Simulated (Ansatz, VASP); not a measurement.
One calculation of GaAs, two programs

```xyz
2
Lattice="0.0000 2.8268 2.8268 2.8268 0.0000 2.8268 2.8268 2.8268 0.0000" Properties=species:S:1:pos:R:3 pbc="T T T"
As    4.2403    4.2403    4.2403
Ga    0.0000    0.0000    0.0000
```

Alike in both runs: task single point; functional PBE; k mesh 8 × 8 × 8; occupations gaussian, width 0.025 eV; no spin polarisation.

```csv
,VASP,Ansatz
version,VASP 6.6.1,Ansatz 0.2.0
potentials or method,"VASP PAW PBE potentials, release 64 (As, Ga_d), cutoff 520 eV","all-electron LAPW, scalar-relativistic"
```

Ansatz gave:

- gap on the k mesh at the Fermi level (eV): 0.52
- least direct gap on the mesh (eV): 0.52
- pressure (GPa): 3.3

Problem. Estimate VASP's values.

Solution. gap on the k mesh at the Fermi level (eV): 0.52; least direct gap on the mesh (eV): 0.52; pressure (GPa): 3.4.

Ansatz ran all-electron here, and VASP with PAW potentials.
